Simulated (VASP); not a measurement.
# Sn (I4_1/amd) in VASP: a series of runs

Runs on Sn. Level: PBEsol. Tasks: single point.

Everything below comes from runs of VASP 6.6.1. Logs are shortened: lines on timing, memory, paths and dates and some standing lists are left out, and cuts for length are marked.

**1. The cell of the first run**

The structure is tetragonal, space group I4_1/amd (No. 141). The conventional cell has a = 5.477 Å, b = 5.477 Å, c = 3.584 Å, α = 90.00°, β = 90.00°, γ = 90.00°. Sn (site symmetry -4m2) has 10 Sn at 2.88 to 3.84 Å within 3.9 Å.

**2. Single point, PBEsol**

File INCAR:

```
PREC     = Accurate       # precision mode
ENCUT    = 520            # plane-wave cutoff, eV
EDIFF    = 1E-6           # SCF threshold, eV
ISMEAR   = 0              # smearing method
SIGMA    = 0.15           # smearing width, eV
LREAL    = F              # projectors in reciprocal space
LASPH    = T              # aspherical terms in the spheres
NELM     = 60             # most SCF steps
ALGO     = Fast           # electronic algorithm
ISIF     = 2              # what is computed and relaxed
LWAVE    = F              # write WAVECAR
LCHARG   = T              # write CHGCAR
GGA      = PS             # functional
LELF     = T              # ELF
LVHAR    = T            
NBANDS   = 21             # bands
```

File KPOINTS:

```
regular mesh
0
Gamma
  24 24 24
```

File POSCAR:

```
Sn
1.0
   -2.7383207670      2.7383207670      1.7920928088
    2.7383207670     -2.7383207670      1.7920928088
    2.7383207670      2.7383207670     -1.7920928088
Sn
2
Direct
    0.7500000000      0.2500000000      0.5000000000
    0.0000000000      0.0000000000      0.0000000000
```

Potentials or basis: VASP PAW PBE potentials, release 64 (Sn_d).

Launch:

```sh
$ cat potpaw_PBE.64/Sn_d/POTCAR > POTCAR
$ mpirun -np 1 vasp_std > vasp.out
```

OUTCAR:

```text
PREC = Accurate
   ENCUT = 520
   EDIFF = 1E-6
   ISMEAR = 0
   LREAL = F
   LASPH = T
   NELM = 60
   ISIF = 2
   GGA = PS

 ion  position               nearest neighbor table
   1  0.750  0.250  0.500-   2 2.88   2 2.88   2 2.88   2 2.88
   2  0.000  0.000  0.000-   1 2.88   1 2.88   1 2.88   1 2.88

  LATTYP: Found a body centered tetragonal cell.
 ALAT       =     5.4766415340
 C/A-ratio  =     0.6544495555

  Lattice vectors:

 A1 = (  -2.7383207670,   2.7383207670,   1.7920928088)
 A2 = (   2.7383207670,  -2.7383207670,   1.7920928088)
 A3 = (   2.7383207670,   2.7383207670,  -1.7920928088)

Analysis of symmetry for initial positions (statically):
=====================================================================
 Subroutine PRICEL returns:
 Original cell was already a primitive cell.

 Routine SETGRP: Setting up the symmetry group for a
 body centered tetragonal supercell.

 Subroutine GETGRP returns: Found 16 space group operations
 (whereof  8 operations were pure point group operations)
 out of a pool of 16 trial point group operations.

The static configuration has the point symmetry D_2d.
 The point group associated with its full space group is D_4h.

Analysis of symmetry for dynamics (positions and initial velocities):
=====================================================================
 Subroutine PRICEL returns:
 Original cell was already a primitive cell.

 Routine SETGRP: Setting up the symmetry group for a
 body centered tetragonal supercell.

 Subroutine GETGRP returns: Found 16 space group operations
 (whereof  8 operations were pure point group operations)
 out of a pool of 16 trial point group operations.

The dynamic configuration has the point symmetry D_2d.
 The point group associated with its full space group is D_4h.

 Subroutine INISYM returns: Found 16 space group operations
 (whereof  8 operations are pure point group operations),
 and found     1 'primitive' translations

----------------------------------------------------------------------------------------

                                     Primitive cell

  volume of cell :      53.7513

  direct lattice vectors                    reciprocal lattice vectors
    -2.738320767  2.738320767  1.792092809     0.000000000  0.182593656  0.279003407
     2.738320767 -2.738320767  1.792092809     0.182593656  0.000000000  0.279003407
     2.738320767  2.738320767 -1.792092809     0.182593656  0.182593656  0.000000000

  length of vectors
     4.267129935  4.267129935  4.267129935     0.333441666  0.333441666  0.258226425

  position of ions in fractional coordinates (direct lattice)
     0.750000000  0.250000000  0.500000000
     0.000000000  0.000000000  0.000000000

  ion indices of the primitive-cell ions
   primitive index   ion index
                 1           1
                 2           2

----------------------------------------------------------------------------------------

 KPOINTS: regular mesh

Automatic generation of k-mesh.
 Grid dimensions read from file:
 generate k-points for:   24   24   24

 Generating k-lattice:

  Cartesian coordinates                     Fractional coordinates (reciprocal lattice)
     0.000000000  0.007608069  0.011625142     0.041666667  0.000000000  0.000000000
     0.007608069  0.000000000  0.011625142     0.000000000  0.041666667  0.000000000
     0.007608069  0.007608069  0.000000000     0.000000000  0.000000000  0.041666667

  Length of vectors
     0.013893403  0.013893403  0.010759434

  Shift w.r.t. Gamma in fractional coordinates (k-lattice)
     0.000000000  0.000000000  0.000000000

 Subroutine IBZKPT returns following result:
 ===========================================

 Found   1063 irreducible k-points:

 Following reciprocal coordinates:
            Coordinates               Weight
  0.000000  0.000000  0.000000      1.000000
  0.041667  0.000000  0.000000      8.000000
  0.083333  0.000000  0.000000      8.000000
  0.125000 -0.000000  0.000000      8.000000
  0.166667  0.000000  0.000000      8.000000
  0.208333  0.000000  0.000000      8.000000
[... 16 lines left out ...]
  0.416667  0.041667 -0.000000     16.000000
  0.458333  0.041667  0.000000     16.000000
 [... further k-points ...]
   k-points           NKPTS =   1063   k-points in BZ     NKDIM =   1063   number of bands    NBANDS=     21
   number of dos      NEDOS =    301   number of ions     NIONS =      2
   total plane-waves  NPLWV =  32768
   dimension x,y,z NGX =    32 NGY =   32 NGZ =   32
   dimension x,y,z NGXF=    64 NGYF=   64 NGZF=   64
   ions per type =               2
   NGX,Y,Z   is equivalent  to a cutoff of  12.47, 12.47, 12.47 a.u.
   NGXF,Y,Z  is equivalent  to a cutoff of  24.93, 24.93, 24.93 a.u.
 SYSTEM =  unknown system
   PREC   = accura    normal or accurate (medium, high low for compatibility)
   ISTART =      0    job   : 0-new  1-cont  2-samecut
   ICHARG =      2    charge: 1-file 2-atom 10-const
   ISPIN  =      1    spin polarized calculation?
   LNONCOLLINEAR =      F non collinear calculations
   LSORBIT =      F    spin-orbit coupling
   LASPH  =      T    aspherical Exc in radial PAW
   ENCUT  =  520.0 eV  38.22 Ry    6.18 a.u.   7.93  7.93  7.93*2*pi/ulx,y,z
   NELM   =     60;   NELMIN=  2; NELMDL= -5     # of ELM steps
   EDIFF  = 0.1E-05   stopping-criterion for ELM
   LREAL  =      F    real-space projection
   EDIFFG = 0.1E-04   stopping-criterion for IOM
   NSW    =      0    number of steps for IOM
   IBRION =     -1    ionic relax: 0-MD 1-quasi-New 2-CG
   NFREE  =      0    steps in history (QN), initial steepest desc. (CG)
   ISIF   =      2    stress and relaxation
   ISYM   =      2    0-nonsym 1-usesym 2-fastsym
   POTIM  = 0.5000    time-step for ionic-motion
   TEBEG  =    0.0;   TEEND  =   0.0 temperature during run
   PSTRESS=    0.0 pullay stress
   NELECT =      28.0000    total number of electrons
   NUPDOWN=      -1.0000    fix difference up-down
   EMIN   =  10.00;   EMAX   =-10.00  energy-range for DOS
   EFERMI =   0.00;   METHOD = LEGACY
   ISMEAR =     0;   SIGMA  =   0.15  broadening in eV -4-tet -1-fermi 0-gaus
   EFERMI_NEDOS =   21; number of points for ismear=-14 and -15
   IALGO  =     68    algorithm
   IMIX   =      4    mixing-type and parameters
     AMIX     =   0.40;   BMIX     =  1.00
     AMIX_MAG =   1.60;   BMIX_MAG =  1.00
  volume/ion in A,a.u.               =      26.88       181.37
  Fermi-wavevector in a.u.,A,eV,Ry     =   1.317239  2.489220 23.607709  1.735118
  Thomas-Fermi vector in A             =   2.447294
   LORBIT       =      0    0 simple, 1 ext, 2 COOP (PROOUT), +10 PAW based schemes
   GGA     = PS    functional components
   LHFCALC =     F    Hartree Fock is set to
   AEXX    =    0.0000 exact exchange contribution
   IVDW    =     0    specifies the selected vdW correction
   LEPSILON=     F    determine dielectric tensor
   LRPA    =     F    only Hartree local field effects (RPA)
 non-spin polarized calculation
 RMM-DIIS sequential band-by-band and
 Gauss-broadening in eV      SIGMA  =   0.15
  energy-cutoff  :      520.00
  volume of cell :       53.75
 maximum number of plane-waves:      1482
   NGX = 15   NGY = 15   NGZ = 15

 number of electron      28.0000008 magnetization

 Free energy of the ion-electron system (eV)
  ---------------------------------------------------
  ext. energy  EPLUGINS =         0.00000000
  ---------------------------------------------------
  free energy    TOTEN  =        -8.32498271 eV

  energy without entropy =       -8.31426593  energy(sigma->0) =       -8.31962432

 E-fermi :   7.9317     XC(G=0): -10.4732

 val. band max:        7.9313501808   @ k =   0.3750   0.0833   0.0833
 cond. band min:       7.9324394528   @ k =  -0.1667  -0.1667   0.0833
 fundamental gap:      0.0010892720
 Fermi energy:         7.9316652506

 k-point     1 :       0.0000    0.0000    0.0000
  band No.  band energies     occupation
      1     -13.7474      2.00000
      2     -13.5850      2.00000
      3     -13.4796      2.00000
      4     -13.4314      2.00000
      5     -13.4210      2.00000
      6     -13.4210      2.00000
[... 13 lines left out ...]
     20      16.8442      0.00000
     21      16.8899      0.00000

 k-point     2 :       0.0417    0.0000    0.0000
  band No.  band energies     occupation
      1     -13.7463      2.00000
      2     -13.5835      2.00000
      3     -13.4802      2.00000
      4     -13.4393      2.00000
      5     -13.4212      2.00000
      6     -13.4123      2.00000
[... 13 lines left out ...]
     20      16.7881      0.00000
     21      17.0321      0.00000

 k-point     3 :       0.0833    0.0000    0.0000
  band No.  band energies     occupation
      1     -13.7431      2.00000
      2     -13.5791      2.00000
      3     -13.4820      2.00000
      4     -13.4501      2.00000
      5     -13.4219      2.00000
      6     -13.3990      2.00000
[... 13 lines left out ...]
     20      16.7579      0.00000
     21      17.2413      0.00000

 k-point     4 :       0.1250   -0.0000    0.0000
  band No.  band energies     occupation
      1     -13.7379      2.00000
      2     -13.5721      2.00000
      3     -13.4851      2.00000
      4     -13.4603      2.00000
      5     -13.4228      2.00000
      6     -13.3843      2.00000
[... 13 lines left out ...]
     20      16.4844      0.00000
     21      17.4803      0.00000

 k-point     5 :       0.1667    0.0000    0.0000
  band No.  band energies     occupation
      1     -13.7310      2.00000
      2     -13.5629      2.00000
      3     -13.4891      2.00000
      4     -13.4698      2.00000
      5     -13.4236      2.00000
      6     -13.3853      2.00000
[... 13 lines left out ...]
     20      16.1024      0.00000
     21      17.7487      0.00000
[... 382 lines left out ...]
     20      15.6519      0.00000
     21      19.3586      0.00000

 k-point    22 :       0.3750    0.0417    0.0000
  band No.  band energies     occupation
      1     -13.6790      2.00000
      2     -13.5351      2.00000
      3     -13.5092      2.00000
      4     -13.4970      2.00000
      5     -13.4187      2.00000
      6     -13.4024      2.00000
[... 13 lines left out ...]
     20      16.4471      0.00000
     21      19.7775      0.00000

 k-point    23 :       0.4167    0.0417   -0.0000
  band No.  band energies     occupation
      1     -13.6701      2.00000
      2     -13.5488      2.00000
      3     -13.5065      2.00000
      4     -13.4948      2.00000
      5     -13.4203      2.00000
      6     -13.3975      2.00000
[... 13 lines left out ...]
     20      17.2918      0.00000
     21      19.6608      0.00000

 k-point    24 :       0.4583    0.0417    0.0000
  band No.  band energies     occupation
      1     -13.6642      2.00000
      2     -13.5581      2.00000
      3     -13.5057      2.00000
      4     -13.4933      2.00000
      5     -13.4214      2.00000
      6     -13.3935      2.00000
[... 13 lines left out ...]
     20      18.0552      0.00000
     21      19.0584      0.00000

 [... further k-points ...]

------------------------ aborting loop because EDIFF is reached ----------------------------------------

  FORCE on cell =-STRESS in cart. coord.  units (eV):
  Direction    XX          YY          ZZ          XY          YZ          ZX
  --------------------------------------------------------------------------------------
  -------------------------------------------------------------------------------------
  Total        1.7492300      1.7492300     -0.9699569      0.0000000      0.0000000      0.0000000
  in kB       52.1396811     52.1396811    -28.9117187      0.0000000      0.0000000      0.0000000
  external PRESSURE =      25.1225478 kB  Pullay stress =       0.0000000 kB

 VOLUME and BASIS-vectors are now :
 -----------------------------------------------------------------------------
  energy-cutoff  :      520.00
  volume of cell :       53.75
      direct lattice vectors                 reciprocal lattice vectors
    -2.738320767  2.738320767  1.792092809     0.000000000  0.182593656  0.279003407
     2.738320767 -2.738320767  1.792092809     0.182593656  0.000000000  0.279003407
     2.738320767  2.738320767 -1.792092809     0.182593656  0.182593656  0.000000000

 POSITION                                       TOTAL-FORCE (eV/Angst)
 -----------------------------------------------------------------------------------
     -0.00000      2.73832      0.89605        -0.000000     -0.000000     -0.000000
      0.00000      0.00000      0.00000         0.000000      0.000000      0.000000
 -----------------------------------------------------------------------------------
    total drift:                                0.000000     -0.000000      0.000000

  FREE ENERGIE OF THE ION-ELECTRON SYSTEM (eV)
  ---------------------------------------------------
  free  energy   TOTEN  =        -8.3249827067 eV

  energy  without entropy=       -8.3142659293  energy(sigma->0) =       -8.31962432
```

Run time: 6.5 min. Hardware: 1 thread of Intel Xeon 6975P-C (Granite Rapids), shared host; peak memory 0.93 GiB.

What came out:

```yaml
Free_energy: -8.3250 eV
Pressure: 2.5 GPa
Band_gap_on_the_k_mesh: zero (bands 14 and 15 overlap by 5.31 eV)
```

Levels at points of the mesh, in eV from the Fermi level:
```csv
k point,band 12,band 13,band 14,band 15,band 16,band 17
"(0.00, 0.00, 0.00)",-1.84,-1.35,-1.35,3.67,4.54,4.64
"(0.50, 0.00, 0.00)",-6.04,-1.95,-1.82,-1.14,2.09,3.28
"(0.50, 0.50, 0.00)",-8.70,1.05,1.05,2.96,2.96,4.09
"(0.50, 0.50, 0.50)",-6.89,-4.74,-4.74,2.18,2.18,10.86
```

Caveat: the stress differs along the axes, from -3 to 5 GPa; the PAW data sets were made with another functional, which shifts forces and pressure a little; spin-orbit coupling is left out, which moves the levels of the heavy elements.

**3. Single point, PBEsol**

This run uses another cell than the first one, of the same volume but with other edges.

File INCAR:

```
PREC = Accurate
ENCUT = 520
EDIFF = 1E-7
ISMEAR = 0
SIGMA = 0.15
LREAL = F
LASPH = T
NELM = 80
ALGO = Fast
ISIF = 2
LWAVE = F
LCHARG = T
GGA = PS
LELF = T
LVHAR = T
NBANDS = 21
```

KPOINTS is that of step 2.

File POSCAR:

```
Sn
1.0
   -2.9919118437      2.9919118437      1.5011757884
    2.9919118437     -2.9919118437      1.5011757884
    2.9919118437      2.9919118437     -1.5011757884
Sn
2
Direct
    0.7500000000      0.2500000000      0.5000000000
    0.0000000000      0.0000000000      0.0000000000
```

Potentials or basis: VASP PAW PBE potentials, release 64 (Sn_d).

Launch:

```sh
$ cat potpaw_PBE.64/Sn_d/POTCAR > POTCAR
$ mpirun -np 1 vasp_std > vasp.out
```

It took 11 min on 1 thread of Intel Xeon 6975P-C (Granite Rapids), shared host; peak memory 0.96 GiB.

Results (log left out):

- Free energy: -8.4790 eV
- Pressure: 0.4 GPa
- Band gap on the k mesh: zero (bands 14 and 15 overlap by 3.79 eV)

Stress tensor (GPa, compression positive):
```
-1.62  0.00  0.00
 0.00 -1.62  0.00
 0.00  0.00  4.44
```

Levels at points of the mesh, in eV from the Fermi level:
```tsv
k point	band 11	band 12	band 13	band 14	band 15	band 16	band 17	band 18
(0.00, 0.00, 0.00)	-11.23	-4.45	-2.30	-2.30	2.68	5.51	5.51	8.18
(0.50, 0.00, 0.00)	-6.36	-5.13	-2.38	-1.99	-0.74	2.40	2.84	4.59
(0.50, 0.50, 0.00)	-9.12	-9.12	0.18	0.18	0.95	0.95	7.51	7.51
(0.50, 0.50, 0.50)	-7.96	-7.96	-4.92	-4.92	6.71	6.71	8.31	8.31
```

Caveat: the stress differs along the axes, from -2 to 4 GPa; the PAW data sets were made with another functional, which shifts forces and pressure a little; spin-orbit coupling is left out, which moves the levels of the heavy elements.
